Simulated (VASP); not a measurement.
# Si (P2_12_12_1) in VASP: relaxation of cell and atoms with PBE

Aim: the relaxation of cell and atoms of Si with PBE.

Program: VASP 6.6.1. These are calculated values, not measurements. Logs are shortened: lines on timing, memory, paths and dates and some standing lists are left out, and cuts for length are marked.

## 1. The cell of the first run

It takes space group P2_12_12_1 (No. 19, orthorhombic). Conventional cell: a = 3.655 Å, b = 5.085 Å, c = 5.305 Å, α = 90.00°, β = 90.00°, γ = 90.00°. Si (site symmetry 1) has 6 Si at 2.10 to 2.46 Å within 2.8 Å. Si (site symmetry 1) has 6 Si at 2.10 to 2.39 Å within 2.8 Å.

The cell was generated, and may not be a known phase.

## 2. Relaxation of cell and atoms, PBE

INCAR reads:

```
SYSTEM = Si
PREC = Accurate ; ENCUT = 600
EDIFF = 1E-6 ; ISMEAR = 0
SIGMA = 0.1 ; LREAL = .FALSE.
LASPH = .TRUE. ; NELM = 80
ALGO = Normal ; ISIF = 3
LWAVE = .FALSE. ; LCHARG = .FALSE.
GGA = PE ; IBRION = 2
NSW = 90 ; EDIFFG = -0.04
```

KPOINTS reads:

```
Automatic mesh
0
G
  6 4 4
  0 0 0
```

POSCAR reads:

```
Si
1.0
    3.6547986600      0.0000000000      0.0000000000
    0.0000000000      5.0853259200      0.0000000000
    0.0000000000      0.0000000000      5.3054002200
Si
8
Direct
    0.7623660000      0.7745620000      0.1539499900
    0.2376340000      0.2745620000      0.3460500100
    0.2623660000      0.7254380000      0.8460500100
    0.7376340000      0.2254380000      0.6539499900
    0.9806770100      0.4010700000      0.9963309600
    0.0193229900      0.9010700000      0.5036690400
    0.4806770100      0.0989300000      0.0036690400
    0.5193229900      0.5989300000      0.4963309600
```

Potentials or basis: VASP PAW PBE potentials, release 64 (Si).

The run is started by

```bash
> cat potpaw_PBE.64/Si/POTCAR > POTCAR
> mpirun -np 1 vasp_std > vasp.out
```

OUTCAR:

```text
SYSTEM = Si
   PREC = Accurate
   ENCUT = 600
   EDIFF = 1E-6
   ISMEAR = 0
   LREAL = .FALSE.
   LASPH = .TRUE.
   NELM = 80
   ISIF = 3
   GGA = PE
   IBRION = 2
   NSW = 90
   EDIFFG = -0.04

 ion  position               nearest neighbor table
   1  0.762  0.775  0.154-   7 2.10   6 2.18   8 2.21   5 2.22   3 2.46   3 2.46
   2  0.238  0.275  0.346-   8 2.10   5 2.18   7 2.21   6 2.22   4 2.46   4 2.46
   3  0.262  0.725  0.846-   5 2.10   8 2.18   6 2.21   7 2.22   1 2.46   1 2.46
   4  0.738  0.225  0.654-   6 2.10   7 2.18   5 2.21   8 2.22   2 2.46   2 2.46
   5  0.981  0.401  0.996-   3 2.10   2 2.18   4 2.21   1 2.22   7 2.39   7 2.39
   6  0.019  0.901  0.504-   4 2.10   1 2.18   3 2.21   2 2.22   8 2.39   8 2.39
   7  0.481  0.099  0.004-   1 2.10   4 2.18   2 2.21   3 2.22   5 2.39   5 2.39
   8  0.519  0.599  0.496-   2 2.10   3 2.18   1 2.21   4 2.22   6 2.39   6 2.39

  LATTYP: Found a simple orthorhombic cell.
 ALAT       =     3.6547986600
 B/A-ratio  =     1.3914106885
 C/A-ratio  =     1.4516258524

  Lattice vectors:

 A1 = (   3.6547986600,   0.0000000000,   0.0000000000)
 A2 = (   0.0000000000,   5.0853259200,   0.0000000000)
 A3 = (   0.0000000000,   0.0000000000,   5.3054002200)

Analysis of symmetry for initial positions (statically):
=====================================================================
 Subroutine PRICEL returns:
 Original cell was already a primitive cell.

 Routine SETGRP: Setting up the symmetry group for a
 simple orthorhombic supercell.

 Subroutine GETGRP returns: Found  4 space group operations
 (whereof  1 operations were pure point group operations)
 out of a pool of  8 trial point group operations.

The static configuration has the point symmetry C_1 .
 The point group associated with its full space group is D_2 .

Analysis of symmetry for dynamics (positions and initial velocities):
=====================================================================
 Subroutine PRICEL returns:
 Original cell was already a primitive cell.

 Routine SETGRP: Setting up the symmetry group for a
 simple orthorhombic supercell.

 Subroutine GETGRP returns: Found  4 space group operations
 (whereof  1 operations were pure point group operations)
 out of a pool of  8 trial point group operations.

The dynamic configuration has the point symmetry C_1 .
 The point group associated with its full space group is D_2 .

 Subroutine INISYM returns: Found  4 space group operations
 (whereof  1 operations are pure point group operations),
 and found     1 'primitive' translations

----------------------------------------------------------------------------------------

                                     Primitive cell

  volume of cell :      98.6053

  direct lattice vectors                    reciprocal lattice vectors
     3.654798660  0.000000000  0.000000000     0.273612884  0.000000000  0.000000000
[... 87 lines left out ...]
   NGXF,Y,Z  is equivalent  to a cutoff of  27.29, 27.46, 26.32 a.u.
 SYSTEM =  Si
   PREC   = accura    normal or accurate (medium, high low for compatibility)
   ISTART =      0    job   : 0-new  1-cont  2-samecut
   ICHARG =      2    charge: 1-file 2-atom 10-const
   ISPIN  =      1    spin polarized calculation?
   LNONCOLLINEAR =      F non collinear calculations
   LSORBIT =      F    spin-orbit coupling
   LASPH  =      T    aspherical Exc in radial PAW
   ENCUT  =  600.0 eV  44.10 Ry    6.64 a.u.   7.30 10.16 10.60*2*pi/ulx,y,z
   NELM   =     80;   NELMIN=  2; NELMDL= -5     # of ELM steps
   EDIFF  = 0.1E-05   stopping-criterion for ELM
   LREAL  =      F    real-space projection
   EDIFFG = -.4E-01   stopping-criterion for IOM
   NSW    =     90    number of steps for IOM
   IBRION =      2    ionic relax: 0-MD 1-quasi-New 2-CG
   NFREE  =      1    steps in history (QN), initial steepest desc. (CG)
   ISIF   =      3    stress and relaxation
   ISYM   =      2    0-nonsym 1-usesym 2-fastsym
   POTIM  = 0.5000    time-step for ionic-motion
   TEBEG  =    0.0;   TEEND  =   0.0 temperature during run
   PSTRESS=    0.0 pullay stress
   NELECT =      32.0000    total number of electrons
   NUPDOWN=      -1.0000    fix difference up-down
   EMIN   =  10.00;   EMAX   =-10.00  energy-range for DOS
   EFERMI =   0.00;   METHOD = LEGACY
   ISMEAR =     0;   SIGMA  =   0.10  broadening in eV -4-tet -1-fermi 0-gaus
   EFERMI_NEDOS =   21; number of points for ismear=-14 and -15
   IALGO  =     38    algorithm
   IMIX   =      4    mixing-type and parameters
     AMIX     =   0.40;   BMIX     =  1.00
     AMIX_MAG =   1.60;   BMIX_MAG =  1.00
  volume/ion in A,a.u.               =      12.33        83.18
  Fermi-wavevector in a.u.,A,eV,Ry     =   1.125014  2.125969 17.220310  1.265657
  Thomas-Fermi vector in A             =   2.261689
   LORBIT       =      0    0 simple, 1 ext, 2 COOP (PROOUT), +10 PAW based schemes
   GGA     = PE    functional components
   LHFCALC =     F    Hartree Fock is set to
   AEXX    =    0.0000 exact exchange contribution
   IVDW    =     0    specifies the selected vdW correction
   LEPSILON=     F    determine dielectric tensor
   LRPA    =     F    only Hartree local field effects (RPA)
 conjugate gradient relaxation of ions
 non-spin polarized calculation
 Gauss-broadening in eV      SIGMA  =   0.10
  energy-cutoff  :      600.00
  volume of cell :       98.61
 maximum number of plane-waves:      3315
 NGX is ok and might be reduce to    30
   NGX = 15   NGY = 21   NGZ = 21

--------------------------------------- Ionic step        1  -------------------------------------------

 number of electron      32.0000000 magnetization

 Free energy of the ion-electron system (eV)
  ---------------------------------------------------
  ext. energy  EPLUGINS =         0.00000000
  ---------------------------------------------------
  free energy    TOTEN  =       -33.59080689 eV

  energy without entropy =      -33.57546403  energy(sigma->0) =      -33.58313546

 E-fermi :  11.9324     XC(G=0): -11.6696

 val. band max:       11.9247149395   @ k =   0.1667   0.2500   0.0000
 cond. band min:      11.9843715882   @ k =   0.1667   0.2500   0.5000
 fundamental gap:      0.0596566487
 Fermi energy:        11.9323719536
[... 1281 lines left out ...]
     20       8.3158      0.00000
     21      10.0315      0.00000

 [... further k-points ...]

[... ionic steps 4 to 30 ...]

--------------------------------------- Ionic step       31  -------------------------------------------

 number of electron      32.0000006 magnetization

------------------------ aborting loop because EDIFF is reached ----------------------------------------
[... 79 lines left out ...]
--------------------------------------- Ionic step       33  -------------------------------------------

 number of electron      32.0000006 magnetization

 Free energy of the ion-electron system (eV)
  ---------------------------------------------------
  ext. energy  EPLUGINS =         0.00000000
  ---------------------------------------------------
  free energy    TOTEN  =       -43.37749911 eV

  energy without entropy =      -43.37749875  energy(sigma->0) =      -43.37749893

 E-fermi :   5.9186     XC(G=0):  -9.3256

 val. band max:        5.6221282146   @ k =   0.0000   0.0000   0.0000
 cond. band min:       6.2158131467   @ k =   0.1667   0.0000   0.0000
 fundamental gap:      0.5936849321
 Fermi energy:         5.9186074014
[... 611 lines left out ...]
  FREE ENERGIE OF THE ION-ELECTRON SYSTEM (eV)
  ---------------------------------------------------
  free  energy   TOTEN  =       -43.3774991129 eV

  energy  without entropy=      -43.3774987494  energy(sigma->0) =      -43.37749893

 reached required accuracy - stopping structural energy minimisation
```

It took 11 min on 1 thread of Intel Xeon 6975P-C (Granite Rapids), shared host; peak memory 0.24 GiB.

What came out:

```yaml
Free_energy: -43.3775 eV
Relaxed_volume: 20.45 Å³/atom
Relaxed_cell: a = 5.463 Å, b = 5.470 Å, c = 5.475 Å, α = 90.00°, β = 90.00°, γ = 90.00°
Space_group_after_relaxing_to_0.1_Å: Fd-3m (No. 227)
Energy_gained_by_relaxing: 1223.3 meV/atom
Ionic_steps: 33
Pressure_after_relaxing: -0.1 GPa
Largest_force_after_relaxing: 0.027 eV/Å
Band_gap_on_the_k_mesh: 0.59 eV (least direct gap 0.74 eV)
```

Forces in eV/Å, atoms in the order of the input:
```
Si  -0.019  0.009  0.005
Si   0.019  0.009 -0.005
Si  -0.019 -0.009 -0.005
Si   0.019 -0.009  0.005
Si   0.015  0.012 -0.019
Si  -0.015  0.012  0.019
Si   0.015 -0.012  0.019
Si  -0.015 -0.012 -0.019
```

Step by step:
```csv
step,energy change (eV),largest force (eV/Å),pressure (GPa),volume (Å³)
1,0.0000,1.7586,63.33,98.61
2,-3.6086,0.2062,-12.46,185.66
3,-6.0822,0.2707,-0.21,139.43
4,-6.0834,0.2658,0.36,138.52
5,-6.2161,0.3095,0.12,139.49
6,-6.5353,0.5158,0.17,141.89
7,-6.8650,1.0254,1.13,144.52
8,-6.3571,1.4913,2.98,141.02
9,-6.9703,1.1422,1.86,144.63
10,-7.0704,1.1609,1.04,146.34
11,-7.1586,1.1356,-0.73,149.72
12,-7.2719,1.0639,-0.38,149.51
13,-7.5613,0.9167,0.89,148.85
14,-7.8023,1.4825,4.46,147.48
15,-7.8927,1.5381,4.30,148.37
16,-8.1476,1.6776,3.76,151.03
17,-8.5280,1.8716,2.66,156.32
18,-8.5971,2.0005,0.25,166.73
19,-8.6988,1.9548,1.36,162.19
20,-9.1462,1.3197,-1.01,165.79
21,-9.4052,0.9671,-3.64,170.99
22,-9.6267,0.6638,-1.39,165.74
23,-9.6935,0.3970,1.07,161.16
24,-9.7273,0.2310,0.52,162.20
25,-9.7405,0.3115,-0.06,163.35
26,-9.7556,0.2169,-0.15,163.56
27,-9.7633,0.1579,-0.28,163.87
28,-9.7723,0.1212,0.12,163.19
29,-9.7769,0.1418,0.67,162.28
30,-9.7833,0.1010,0.27,163.00
31,-9.7856,0.0762,-0.17,163.82
32,-9.7856,0.0769,-0.14,163.76
33,-9.7867,0.0274,-0.06,163.61
```

Final structure:
```
Si
1.0
     5.46325    0.00000    0.00000
     0.00000    5.46974    0.00000
     0.00000    0.00000    5.47494
Si
8
Direct
  0.75013 0.75016 0.24931
  0.24987 0.25016 0.25069
  0.25013 0.74984 0.75069
  0.74987 0.24984 0.74931
  0.99962 0.49925 0.00021
  0.00038 0.99925 0.49979
  0.49962 0.00075 0.99979
  0.50038 0.50075 0.50021
```

Caveat: the volume moved by over 15 % at a fixed basis, so the end points are rough; semilocal functionals underestimate gaps, and a narrow one can read as zero. A k mesh can miss the band edges.
